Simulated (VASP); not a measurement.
# Si13Ge51 (P1) in VASP: further runs, part 2 of 4

VASP 6.6.1. Earlier steps stand in the parts before.

## 3. Relaxation of volume and atoms at fixed shape, PBEsol

This run uses another cell than the first one, of 22.27 Å³/atom.

INCAR

```
PREC     = Accurate       # precision mode
ENCUT    = 550            # plane-wave cutoff, eV
EDIFF    = 1E-7           # SCF threshold, eV
ISMEAR   = -1             # smearing method
SIGMA    = 0.05           # smearing width, eV
LREAL    = Auto         
LASPH    = T              # aspherical terms in the spheres
NELM     = 120            # most SCF steps
ALGO     = Normal         # electronic algorithm
ISIF     = 8              # what is computed and relaxed
LWAVE    = F              # write WAVECAR
LCHARG   = F              # write CHGCAR
GGA      = PS             # functional
IBRION   = 2              # ionic algorithm
NSW      = 100            # ionic steps
EDIFFG   = -0.03          # ionic threshold
ISYM     = -1           
GGA_COMPAT= F            
NELMIN   = 4            
KPAR     = 1
```

KPOINTS

```
explicit points
1
Reciprocal
  0.25000000   0.25000000   0.25000000 1
```

POSCAR

```
Si13Ge51
1.0
   11.2540630000      0.0000000000      0.0000000000
    0.0000000000     11.2540630000      0.0000000000
    0.0000000000      0.0000000000     11.2540630000
Si Ge
13 51
Direct
    0.0028580000      0.9974240000      0.9975310000
    0.0002660000      0.0021000000      0.5013030000
    0.5020420000      0.5022820000      0.9996570000
    0.1256420000      0.1225120000      0.6209100000
    0.1252110000      0.6247150000      0.1283240000
    0.2519190000      0.2530380000      0.9990630000
    0.7486100000      0.2478870000      0.0003700000
    0.7502770000      0.2479060000      0.5001140000
    0.7502120000      0.9990240000      0.7502910000
    0.7511980000      0.4989870000      0.2516920000
    0.7482410000      0.4987560000      0.7525140000
    0.9994620000      0.2508840000      0.7507420000
    0.6283640000      0.3754370000      0.8752490000
    0.9986810000      0.5004180000      0.0010930000
    0.0009780000      0.4978120000      0.5008740000
    0.4964880000      0.0010280000      0.9989870000
    0.4982790000      0.9975350000      0.5014490000
    0.4995240000      0.5009620000      0.5014880000
    0.1261990000      0.1279130000      0.1238570000
    0.1226140000      0.6241030000      0.6253940000
    0.6241120000      0.1265290000      0.1244350000
    0.6248730000      0.1225160000      0.6273720000
    0.6265510000      0.6227800000      0.1259350000
    0.6221200000      0.6226780000      0.6242610000
    0.2499520000      0.2513290000      0.4999320000
    0.2487590000      0.7494520000      0.0021040000
    0.2484900000      0.7481060000      0.5012440000
    0.7478950000      0.7457290000      0.0006980000
    0.7525550000      0.7481880000      0.5027050000
    0.3720610000      0.3754280000      0.1250480000
    0.3730810000      0.3758210000      0.6217240000
    0.3790340000      0.8742610000      0.1190320000
    0.3757890000      0.8757830000      0.6260030000
    0.8762000000      0.3727000000      0.1276770000
    0.8740100000      0.3737620000      0.6272840000
    0.8724480000      0.8741620000      0.1242220000
    0.8754160000      0.8752540000      0.6256930000
    0.2497940000      0.0015390000      0.2491290000
    0.2467330000      0.9988640000      0.7484170000
    0.2506830000      0.5013940000      0.2496160000
    0.2508460000      0.5004540000      0.7474630000
    0.7514890000      0.0045770000      0.2511600000
    0.3704350000      0.1238920000      0.3737950000
    0.3734470000      0.1259590000      0.8724180000
    0.3753710000      0.6243480000      0.3746460000
    0.3724030000      0.6252610000      0.8748130000
    0.8752240000      0.1255690000      0.3726620000
    0.8767620000      0.1255810000      0.8738890000
    0.8785060000      0.6269960000      0.3790170000
    0.8751340000      0.6227470000      0.8792500000
    0.9999680000      0.2496690000      0.2477470000
    0.0013310000      0.7518230000      0.2493530000
    0.0008760000      0.7519040000      0.7466080000
    0.5013350000      0.2477870000      0.2492190000
    0.5014190000      0.2499630000      0.7514380000
    0.5003210000      0.7492370000      0.2486800000
    0.4967000000      0.7493250000      0.7507690000
    0.1253640000      0.3755960000      0.3758350000
    0.1271460000      0.3738810000      0.8722030000
    0.1250300000      0.8737810000      0.3723310000
    0.1229230000      0.8738350000      0.8766870000
    0.6238220000      0.3770120000      0.3765950000
    0.6218320000      0.8767050000      0.3746060000
    0.6236340000      0.8733500000      0.8740760000
```

Potentials or basis: VASP PAW PBE potentials, release 64 (Si, Ge_d).

Command:

```
$ cat potpaw_PBE.64/Si/POTCAR potpaw_PBE.64/Ge_d/POTCAR > POTCAR
$ mpirun -np 4 vasp_std > vasp.out
```

It took 54 min on 4 MPI ranks of AMD EPYC 9R45 (Zen 5), shared host; peak memory 0.63 GiB.

The run converged. Its results:

- Free energy: -325.8375 eV
- Relaxed volume: 22.14 Å³/atom
- Relaxed cell: a = 11.233 Å, b = 11.233 Å, c = 11.233 Å, α = 90.00°, β = 90.00°, γ = 90.00°
- Space group after relaxing (to 0.1 Å): P1 (No. 1)
- Energy gained by relaxing: 12.4 meV/atom
- Ionic steps: 13
- Pressure after relaxing: 0.0 GPa
- Largest force after relaxing: 0.028 eV/Å
- Band gap on the k mesh: 0.79 eV

Forces on the atoms (eV/Å):
```
Si   0.012  0.003  0.002
Si   0.013 -0.010  0.017
Si  -0.010  0.007 -0.003
Si   0.013  0.015 -0.003
Si  -0.005  0.001  0.006
Si   0.011 -0.008  0.025
Si  -0.002  0.003 -0.014
Si  -0.009  0.010 -0.012
Si   0.011 -0.005 -0.021
Si  -0.021  0.000 -0.015
Si   0.002 -0.010 -0.006
Si   0.008 -0.011 -0.010
Si  -0.015  0.002 -0.022
Ge  -0.011 -0.003  0.007
Ge   0.002  0.027  0.006
Ge  -0.019 -0.009  0.013
Ge   0.002 -0.001  0.001
Ge  -0.012  0.002 -0.023
Ge  -0.007 -0.006  0.006
Ge   0.008  0.002 -0.005
Ge   0.002 -0.013  0.011
Ge  -0.009  0.006 -0.001
Ge  -0.018  0.012  0.000
Ge  -0.001  0.016  0.004
Ge   0.001 -0.014  0.011
Ge   0.024  0.006  0.008
Ge   0.008 -0.012  0.005
Ge   0.005 -0.016  0.002
Ge   0.022  0.003 -0.013
Ge  -0.020 -0.004  0.007
Ge  -0.005 -0.015 -0.004
Ge   0.000 -0.005  0.009
Ge   0.020 -0.002  0.009
Ge   0.013  0.022 -0.009
Ge  -0.005  0.008  0.012
Ge   0.010 -0.013  0.009
Ge  -0.012 -0.004 -0.009
Ge  -0.007 -0.009  0.002
Ge   0.009 -0.003 -0.015
Ge   0.023 -0.003 -0.009
Ge  -0.003  0.025 -0.002
Ge   0.004 -0.010  0.019
Ge  -0.007  0.011  0.020
Ge   0.016 -0.004  0.011
Ge  -0.007 -0.009 -0.005
Ge  -0.002  0.012 -0.013
Ge  -0.001 -0.006 -0.006
Ge   0.011 -0.004 -0.002
Ge   0.008  0.019 -0.011
Ge   0.008  0.000 -0.001
Ge  -0.013 -0.017 -0.006
Ge   0.008 -0.004  0.012
Ge   0.013  0.004 -0.007
Ge  -0.020  0.012  0.011
Ge   0.006  0.000  0.020
Ge  -0.005 -0.002  0.003
Ge  -0.015 -0.003 -0.008
Ge   0.026  0.004  0.000
Ge  -0.010  0.002 -0.002
Ge  -0.006 -0.017  0.002
Ge  -0.004  0.000  0.001
Ge  -0.010  0.011 -0.009
Ge  -0.008 -0.005 -0.009
Ge  -0.015  0.011  0.002
```

Stress tensor (GPa, compression positive):
```
 0.02 -1.07 -1.06
-1.07  0.02 -1.08
-1.06 -1.08  0.02
```

The path:
```
step  energy change (eV)  largest force (eV/Å)  pressure (GPa)  volume (Å³)
   1              0.0000                0.9884           -0.27      1425.37
   2             -0.6311                0.4034            0.00      1417.71
   3             -0.6569                0.3155            0.10      1415.80
   4             -0.7360                0.1631           -0.02      1417.98
   5             -0.7588                0.2309           -0.12      1419.84
   6             -0.7803                0.0956            0.06      1416.32
   7             -0.7821                0.0923            0.15      1414.73
   8             -0.7889                0.0712           -0.06      1418.71
   9             -0.7889                0.0709           -0.06      1418.81
  10             -0.7918                0.0354           -0.01      1417.52
  11             -0.7920                0.0499            0.04      1416.75
  12             -0.7939                0.0307            0.02      1417.13
  13             -0.7941                0.0284            0.02      1417.25
```

Final structure:
```cif
data_structure
_symmetry_space_group_name_H-M 'P 1'
_symmetry_Int_Tables_number 1
_cell_length_a 11.2326
_cell_length_b 11.2326
_cell_length_c 11.2326
_cell_angle_alpha 90.000
_cell_angle_beta 90.000
_cell_angle_gamma 90.000
_cell_volume 1417.25
loop_
_atom_site_label
_atom_site_type_symbol
_atom_site_fract_x
_atom_site_fract_y
_atom_site_fract_z
_atom_site_occupancy
Si1 Si 0.99844 0.00139 0.99878 1
Si2 Si 0.00040 0.00289 0.50234 1
Si3 Si 0.50274 0.49656 0.99835 1
Si4 Si 0.12008 0.12525 0.62541 1
Si5 Si 0.12422 0.62474 0.12515 1
Si6 Si 0.24887 0.24969 0.99837 1
Si7 Si 0.74935 0.25190 0.99688 1
Si8 Si 0.75121 0.24902 0.50108 1
Si9 Si 0.75146 0.00127 0.74993 1
Si10 Si 0.74974 0.49773 0.24952 1
Si11 Si 0.74835 0.49554 0.75271 1
Si12 Si 0.99916 0.24698 0.74892 1
Si13 Si 0.62790 0.37679 0.87811 1
Ge1 Ge 0.00084 0.50002 0.00138 1
Ge2 Ge 0.99751 0.49807 0.50115 1
Ge3 Ge 0.50001 0.00108 0.99836 1
Ge4 Ge 0.50061 0.00071 0.50115 1
Ge5 Ge 0.50138 0.49934 0.49967 1
Ge6 Ge 0.12431 0.12524 0.12028 1
Ge7 Ge 0.12413 0.62466 0.62557 1
Ge8 Ge 0.62709 0.12823 0.12213 1
Ge9 Ge 0.62919 0.12598 0.62654 1
Ge10 Ge 0.62509 0.61969 0.12487 1
Ge11 Ge 0.62722 0.62208 0.62871 1
Ge12 Ge 0.24680 0.24754 0.50208 1
Ge13 Ge 0.24765 0.74744 0.00156 1
Ge14 Ge 0.24857 0.75065 0.49954 1
Ge15 Ge 0.74977 0.74883 0.99959 1
Ge16 Ge 0.75084 0.74941 0.50136 1
Ge17 Ge 0.37451 0.37473 0.11981 1
Ge18 Ge 0.37576 0.37398 0.62492 1
Ge19 Ge 0.37535 0.87427 0.12411 1
Ge20 Ge 0.37364 0.87554 0.62604 1
Ge21 Ge 0.87112 0.37409 0.12440 1
Ge22 Ge 0.87257 0.37143 0.62840 1
Ge23 Ge 0.87713 0.87670 0.12274 1
Ge24 Ge 0.87588 0.87964 0.62539 1
Ge25 Ge 0.24912 0.00050 0.24851 1
Ge26 Ge 0.24582 0.00274 0.74892 1
Ge27 Ge 0.24847 0.50089 0.24698 1
Ge28 Ge 0.25001 0.49833 0.75082 1
Ge29 Ge 0.75141 0.00164 0.24943 1
Ge30 Ge 0.37475 0.12536 0.37482 1
Ge31 Ge 0.37324 0.12797 0.87513 1
Ge32 Ge 0.37479 0.62488 0.37445 1
Ge33 Ge 0.37716 0.62188 0.87831 1
Ge34 Ge 0.87611 0.12572 0.37927 1
Ge35 Ge 0.87454 0.12578 0.87481 1
Ge36 Ge 0.87277 0.62224 0.37246 1
Ge37 Ge 0.87283 0.62167 0.87280 1
Ge38 Ge 0.99895 0.24939 0.24900 1
Ge39 Ge 0.00084 0.74874 0.24833 1
Ge40 Ge 0.99830 0.75047 0.75020 1
Ge41 Ge 0.50057 0.25161 0.24908 1
Ge42 Ge 0.50400 0.25308 0.75294 1
Ge43 Ge 0.50095 0.74869 0.24903 1
Ge44 Ge 0.50005 0.74941 0.75152 1
Ge45 Ge 0.12426 0.37476 0.37458 1
Ge46 Ge 0.12353 0.37033 0.87422 1
Ge47 Ge 0.12210 0.87825 0.37671 1
Ge48 Ge 0.12246 0.87656 0.87730 1
Ge49 Ge 0.62976 0.37412 0.37598 1
Ge50 Ge 0.62561 0.87490 0.37493 1
Ge51 Ge 0.62762 0.87721 0.87287 1
```

Levels at points of the mesh, in eV from the valence-band top:
```
           k point  band 381  band 382  band 383  band 384  band 385  band 386
(0.25, 0.25, 0.25)     -0.54     -0.01      0.00      0.79      1.07      1.07
```

Caveat: the PAW data sets were made with another functional, which shifts forces and pressure a little; a shifted mesh leaves out Γ, where band edges can lie. A k mesh can miss the band edges.

[end of part 2 of 4]
